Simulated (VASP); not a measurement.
# H7C16F in VASP: single point with PBE+D3(BJ)

Aim: the single point of H7C16F with PBE+D3(BJ).

Everything below comes from runs of VASP 6.6.1. Logs are shortened: lines on timing, memory, paths and dates and some standing lists are left out, and cuts for length are marked.

## (1) The cell of the first run

The cell holds a slab with vacuum, 24 atoms: a = 5.049 Å, b = 5.049 Å, c = 15.776 Å, α = 90.00°, β = 90.00°, γ = 60.00°.

## (2) Single point, PBE+D3(BJ)

INCAR

```
SYSTEM = H7C16F
PREC = Accurate
ENCUT = 520
EDIFF = 1E-6
ISMEAR = -1
SIGMA = 0.02
LREAL = Auto
LASPH = .True.
NELM = 100
ALGO = Normal
ISIF = 2
LWAVE = .False.
LCHARG = .False.
GGA = PE
IVDW = 12
NBANDS = 57
```

KPOINTS

```
Automatic mesh
0
Gamma
  3 3 1
  0 0 0
```

POSCAR

```
H7C16F
1.0
    5.0487420000      0.0000000000      0.0000000000
    2.5243710000      4.3723390000      0.0000000000
    0.0000000000      0.0000000000     15.7764260000
H C F
7 16 1
Direct
    0.1666666800      0.1666666700      0.0633857100
    0.6666667300      0.1666666700      0.0633857100
    0.1666666900      0.6666667000      0.0633857100
    0.6666667300      0.6666667000      0.0633857100
    0.0097455410      0.5043698214      0.3670323522
    0.4987590475      0.4884981067      0.3886172230
   -0.4954832874      1.0099288337      0.3670322896
    0.1666666800      0.1666666700      0.1331100000
    0.6666667300      0.1666666700      0.1331100000
    0.1666666900      0.6666667000      0.1331100000
    0.6666667300      0.6666667000      0.1331100000
   -0.1666666700      0.3333333500      0.1657717100
    0.3333333700      0.3333333500      0.1657717100
   -0.1666666600      0.8333333700      0.1657717100
    0.3333333800      0.8333333700      0.1657717100
   -0.1655585557      0.3375469711      0.2687061906
    0.3372213137      0.3371763628      0.2645235547
   -0.1635927076      0.8364428938      0.2652930703
    0.3375239546      0.8344486696      0.2687115581
    0.0046080971      0.0046894471      0.2819404751
    0.5029378182      0.0066505760      0.2973574796
    0.0066991009      0.5029422760      0.2973613738
    0.5026112972      0.5026176714      0.2934671887
    0.4840353863      0.4554375530      0.4539690584
```

Potentials or basis: VASP PAW PBE potentials, release 64 (H, C, F).

Run with:

```bash
$ cat potpaw_PBE.64/H/POTCAR potpaw_PBE.64/C/POTCAR potpaw_PBE.64/F/POTCAR > POTCAR
$ mpirun -np 1 vasp_std > vasp.out
```

OUTCAR:

```text
SYSTEM = H7C16F
   PREC = Accurate
   ENCUT = 520
   EDIFF = 1E-6
   ISMEAR = -1
   LREAL = Auto
   LASPH = .True.
   NELM = 100
   ISIF = 2
   GGA = PE
   IVDW = 12
 IVDW          = 12

 ion  position               nearest neighbor table
   1  0.167  0.167  0.063-   8 1.10
   2  0.667  0.167  0.063-   9 1.10
   3  0.167  0.667  0.063-  10 1.10
   4  0.667  0.667  0.063-  11 1.10
   5  0.010  0.504  0.367-  22 1.10
   6  0.499  0.488  0.389-  24 1.05
   7  0.505  0.010  0.367-  21 1.10
   8  0.167  0.167  0.133-   1 1.10  15 1.55  12 1.55  13 1.55
   9  0.667  0.167  0.133-   2 1.10  12 1.55  14 1.55  13 1.55
  10  0.167  0.667  0.133-   3 1.10  14 1.55  13 1.55  15 1.55
  11  0.667  0.667  0.133-   4 1.10  14 1.55  15 1.55  12 1.55
  12  0.833  0.333  0.166-   9 1.55   8 1.55  11 1.55  16 1.62
  13  0.333  0.333  0.166-  10 1.55   9 1.55   8 1.55  17 1.56
  14  0.833  0.833  0.166-  11 1.55   9 1.55  10 1.55  18 1.57
  15  0.333  0.833  0.166-   8 1.55  11 1.55  10 1.55  19 1.62
  16  0.834  0.338  0.269-  20 1.47  23 1.50  22 1.54  12 1.62
  17  0.337  0.337  0.265-  23 1.52  21 1.54  22 1.54  13 1.56
  18  0.836  0.836  0.265-  20 1.49  21 1.54  22 1.54  14 1.57
  19  0.338  0.834  0.269-  20 1.47  23 1.50  21 1.54  15 1.62
  20  0.005  0.005  0.282-  16 1.47  19 1.47  18 1.49
  21  0.503  0.007  0.297-   7 1.10  17 1.54  18 1.54  19 1.54
  22  0.007  0.503  0.297-   5 1.10  17 1.54  18 1.54  16 1.54
  23  0.503  0.503  0.293-  19 1.50  16 1.50  17 1.52
  24  0.484  0.455  0.454-   6 1.05

  LATTYP: Found a hexagonal cell.
 ALAT       =     5.0487421480
 C/A-ratio  =     3.1248230822

  Lattice vectors:

 A1 = (  -2.5243710000,  -4.3723390000,   0.0000000000)
 A2 = (   5.0487420000,   0.0000000000,   0.0000000000)
 A3 = (   0.0000000000,   0.0000000000,  15.7764260000)

Analysis of symmetry for initial positions (statically):
=====================================================================
 Subroutine PRICEL returns:
 Original cell was already a primitive cell.

 Routine SETGRP: Setting up the symmetry group for a
 hexagonal supercell.

 Subroutine GETGRP returns: Found  1 space group operations
 (whereof  1 operations were pure point group operations)
 out of a pool of 24 trial point group operations.

The static configuration has the point symmetry C_1 .

Analysis of symmetry for dynamics (positions and initial velocities):
=====================================================================
 Subroutine PRICEL returns:
 Original cell was already a primitive cell.

 Routine SETGRP: Setting up the symmetry group for a
 hexagonal supercell.

 Subroutine GETGRP returns: Found  1 space group operations
 (whereof  1 operations were pure point group operations)
 out of a pool of 24 trial point group operations.

The dynamic configuration has the point symmetry C_1 .

 Subroutine INISYM returns: Found  1 space group operations
 (whereof  1 operations are pure point group operations),
 and found     1 'primitive' translations

----------------------------------------------------------------------------------------

                                     Primitive cell

  volume of cell :     348.2616

  direct lattice vectors                    reciprocal lattice vectors
     5.048742000  0.000000000  0.000000000     0.198069143 -0.114355268  0.000000000
     2.524371000  4.372339000  0.000000000     0.000000000  0.228710537  0.000000000
     0.000000000  0.000000000 15.776426000     0.000000000  0.000000000  0.063385712

  length of vectors
     5.048742000  5.048742148 15.776426000     0.228710544  0.228710537  0.063385712

  position of ions in fractional coordinates (direct lattice)
     0.166666680  0.166666670  0.063385710
     0.666666730  0.166666670  0.063385710
     0.166666690  0.666666700  0.063385710
     0.666666730  0.666666700  0.063385710
     0.009745541  0.504369821  0.367032352
     0.498759048  0.488498107  0.388617223
[... 16 lines left out ...]
     0.502611297  0.502617671  0.293467189
     0.484035386  0.455437553  0.453969058

  ion indices of the primitive-cell ions
   primitive index   ion index
                 1           1
                 2           2
                 3           3
                 4           4
                 5           5
                 6           6
[... 16 lines left out ...]
                23          23
                24          24

----------------------------------------------------------------------------------------

 KPOINTS: Automatic mesh

Automatic generation of k-mesh.
 Grid dimensions read from file:
 generate k-points for:    3    3    1

 Generating k-lattice:

  Cartesian coordinates                     Fractional coordinates (reciprocal lattice)
     0.066023048 -0.038118423  0.000000000     0.333333333 -0.000000000  0.000000000
     0.000000000  0.076236846  0.000000000     0.000000000  0.333333333  0.000000000
     0.000000000  0.000000000  0.063385712     0.000000000  0.000000000  1.000000000

  Length of vectors
     0.076236848  0.076236846  0.063385712

  Shift w.r.t. Gamma in fractional coordinates (k-lattice)
     0.000000000  0.000000000  0.000000000

 Subroutine IBZKPT returns following result:
 ===========================================

 Found      5 irreducible k-points:

 Following reciprocal coordinates:
            Coordinates               Weight
  0.000000  0.000000  0.000000      1.000000
  0.333333  0.000000  0.000000      2.000000
  0.333333  0.333333  0.000000      2.000000
  0.000000  0.333333  0.000000      2.000000
 -0.333333  0.333333  0.000000      2.000000
   k-points           NKPTS =      5   k-points in BZ     NKDIM =      5   number of bands    NBANDS=     57
   number of dos      NEDOS =    301   number of ions     NIONS =     24
   total plane-waves  NPLWV = 192000
   dimension x,y,z NGX =    40 NGY =   40 NGZ =  120
   dimension x,y,z NGXF=    80 NGYF=   80 NGZF=  240
   ions per type =               7  16   1
   NGX,Y,Z   is equivalent  to a cutoff of  13.17, 13.17, 12.65 a.u.
   NGXF,Y,Z  is equivalent  to a cutoff of  26.34, 26.34, 25.29 a.u.
 SYSTEM =  H7C16F
   PREC   = accura    normal or accurate (medium, high low for compatibility)
   ISTART =      0    job   : 0-new  1-cont  2-samecut
   ICHARG =      2    charge: 1-file 2-atom 10-const
   ISPIN  =      1    spin polarized calculation?
   LNONCOLLINEAR =      F non collinear calculations
   LSORBIT =      F    spin-orbit coupling
   LASPH  =      T    aspherical Exc in radial PAW
   ENCUT  =  520.0 eV  38.22 Ry    6.18 a.u.   9.39  9.39 29.33*2*pi/ulx,y,z
   NELM   =    100;   NELMIN=  2; NELMDL= -5     # of ELM steps
   EDIFF  = 0.1E-05   stopping-criterion for ELM
   LREAL  =      T    real-space projection
   EDIFFG = 0.1E-04   stopping-criterion for IOM
   NSW    =      0    number of steps for IOM
   IBRION =     -1    ionic relax: 0-MD 1-quasi-New 2-CG
   NFREE  =      0    steps in history (QN), initial steepest desc. (CG)
   ISIF   =      2    stress and relaxation
   ISYM   =      2    0-nonsym 1-usesym 2-fastsym
   POTIM  = 0.5000    time-step for ionic-motion
   TEBEG  =    0.0;   TEEND  =   0.0 temperature during run
   PSTRESS=    0.0 pullay stress
   NELECT =      78.0000    total number of electrons
   NUPDOWN=      -1.0000    fix difference up-down
   EMIN   =  10.00;   EMAX   =-10.00  energy-range for DOS
   EFERMI =   0.00;   METHOD = LEGACY
   ISMEAR =    -1;   SIGMA  =   0.02  broadening in eV -4-tet -1-fermi 0-gaus
   EFERMI_NEDOS =   21; number of points for ismear=-14 and -15
   IALGO  =     38    algorithm
   IMIX   =      4    mixing-type and parameters
     AMIX     =   0.40;   BMIX     =  1.00
     AMIX_MAG =   1.60;   BMIX_MAG =  1.00
  volume/ion in A,a.u.               =      14.51        97.92
  Fermi-wavevector in a.u.,A,eV,Ry     =   0.994194  1.878754 13.448295  0.988422
  Thomas-Fermi vector in A             =   2.126128
   LORBIT       =      0    0 simple, 1 ext, 2 COOP (PROOUT), +10 PAW based schemes
   GGA     = PE    functional components
   LHFCALC =     F    Hartree Fock is set to
   AEXX    =    0.0000 exact exchange contribution
   IVDW    =    12    specifies the selected vdW correction
   LEPSILON=     F    determine dielectric tensor
   LRPA    =     F    only Hartree local field effects (RPA)
 non-spin polarized calculation
  energy-cutoff  :      520.00
  volume of cell :      348.26
 maximum number of plane-waves:      9407
 NGX is ok and might be reduce to    40
   NGX = 19   NGY = 19   NGZ = 59

 number of electron      77.9999998 magnetization

 Free energy of the ion-electron system (eV)
  ---------------------------------------------------
  ext. energy  EPLUGINS =         0.00000000
  ---------------------------------------------------
  free energy    TOTEN  =      -172.23165838 eV

  energy without entropy =     -172.23153414  energy(sigma->0) =     -172.23159626

 E-fermi :  -0.4278     XC(G=0):  -5.4446

 val. band max:       -0.5680078106   @ k =  -0.3333   0.3333   0.0000
 cond. band min:      -0.3016376877   @ k =   0.0000   0.0000   0.0000
 fundamental gap:      0.2663701229
 Fermi energy:        -0.4278243550

 k-point     1 :       0.0000    0.0000    0.0000
  band No.  band energies     occupation
      1     -22.7796      2.00000
      2     -21.2759      2.00000
      3     -18.5031      2.00000
      4     -16.1087      2.00000
      5     -16.0693      2.00000
      6     -15.9865      2.00000
[... 43 lines left out ...]
     50       6.0108      0.00000
     51       6.1144      0.00000

 k-point     2 :       0.3333    0.0000    0.0000
  band No.  band energies     occupation
      1     -22.7772      2.00000
      2     -20.6118      2.00000
      3     -18.6341      2.00000
      4     -17.8615      2.00000
      5     -16.7693      2.00000
      6     -16.7456      2.00000
[... 43 lines left out ...]
     50       6.6372      0.00000
     51       6.8034      0.00000

 k-point     3 :       0.3333    0.3333    0.0000
  band No.  band energies     occupation
      1     -22.7770      2.00000
      2     -20.6116      2.00000
      3     -18.6381      2.00000
      4     -17.8722      2.00000
      5     -16.7534      2.00000
      6     -16.7368      2.00000
[... 43 lines left out ...]
     50       6.5679      0.00000
     51       6.8346      0.00000

 k-point     4 :       0.0000    0.3333    0.0000
  band No.  band energies     occupation
      1     -22.7772      2.00000
      2     -20.6117      2.00000
      3     -18.6344      2.00000
      4     -17.8617      2.00000
      5     -16.7693      2.00000
      6     -16.7450      2.00000
[... 43 lines left out ...]
     50       6.6379      0.00000
     51       6.8036      0.00000

 k-point     5 :      -0.3333    0.3333    0.0000
  band No.  band energies     occupation
      1     -22.7760      2.00000
      2     -19.5077      2.00000
      3     -19.1989      2.00000
      4     -19.1280      2.00000
      5     -16.6747      2.00000
      6     -16.6616      2.00000
[... 43 lines left out ...]
     50       6.8800      0.00000
     51       6.9694      0.00000
 [bands above 51 left out]

------------------------ aborting loop because EDIFF is reached ----------------------------------------

 Edisp (eV)   -2.44183

 E8    (eV) :    -0.7076

  FORCE on cell =-STRESS in cart. coord.  units (eV):
  Direction    XX          YY          ZZ          XY          YZ          ZX
  --------------------------------------------------------------------------------------
  -------------------------------------------------------------------------------------
  Total      -1.08009    -0.28958    -2.42673    -0.68050    -0.03875    -0.04954
  in kB      -4.96894    -1.33221   -11.16418    -3.13062    -0.17829    -0.22790
  external pressure =       -5.82 kB  Pullay stress =        0.00 kB

 VOLUME and BASIS-vectors are now :
 -----------------------------------------------------------------------------
  energy-cutoff  :      520.00
  volume of cell :      348.26
      direct lattice vectors                 reciprocal lattice vectors
     5.048742000  0.000000000  0.000000000     0.198069143 -0.114355268  0.000000000
     2.524371000  4.372339000  0.000000000     0.000000000  0.228710537  0.000000000
     0.000000000  0.000000000 15.776426000     0.000000000  0.000000000  0.063385712

 POSITION                                       TOTAL-FORCE (eV/Angst)
 -----------------------------------------------------------------------------------
      1.26219      0.72872      1.00000        -0.038260     -0.020851     -0.092434
      3.78656      0.72872      1.00000         0.042169      0.007280     -0.090968
      2.52437      2.91489      1.00000         0.026868      0.032720     -0.091852
      5.04874      2.91489      1.00000        -0.046724     -0.028260     -0.056569
      1.32242      2.20528      5.79046         0.001333     -0.001882      0.030424
      3.75126      2.13588      6.13099         0.029652      0.026795     -0.166606
[... 16 lines left out ...]
      3.80635      2.19761      4.62986        -0.016938     -0.005212      0.051572
      3.59346      1.99133      7.16201        -0.024187     -0.023218      0.156678
 -----------------------------------------------------------------------------------
    total drift:                               -0.035612     -0.020034     -0.064216

  FREE ENERGIE OF THE ION-ELECTRON SYSTEM (eV)
  ---------------------------------------------------
  free  energy   TOTEN  =      -174.6734919205 eV

  energy  without entropy=     -174.6733676761  energy(sigma->0) =     -174.67342980
```

Wall time 5 min (1 thread of AMD EPYC 7R13, shared host); peak memory 0.44 GiB.

What came out:

| Property | Result |
| --- | --- |
| Free energy | -174.6735 eV |
| Largest force | 1.579 eV/Å |
| Band gap on the k mesh | 0.27 eV (least direct gap 0.54 eV) |
| Dispersion energy per atom | -0.102 eV |

Forces on the atoms (eV/Å):
```
H   -0.038 -0.021 -0.092
H    0.042  0.007 -0.091
H    0.027  0.033 -0.092
H   -0.047 -0.028 -0.057
H    0.001 -0.002  0.030
H    0.030  0.027 -0.167
H    0.002  0.003  0.026
C    0.086  0.047  1.211
C   -0.050  0.039  1.286
C    0.010 -0.062  1.283
C    0.040  0.026  1.578
C    0.142 -0.164 -1.530
C   -0.055 -0.031 -0.756
C   -0.072 -0.042 -1.316
C   -0.066  0.207 -1.530
C    0.009  0.013  0.007
C    0.001  0.002 -0.020
C   -0.011 -0.008  0.001
C    0.018 -0.001  0.011
C   -0.014 -0.008  0.010
C   -0.007 -0.008  0.001
C   -0.009  0.000 -0.002
C   -0.017 -0.005  0.052
F   -0.024 -0.023  0.157
```

Caveat: the k points lie up to 0.48 Å⁻¹ apart.
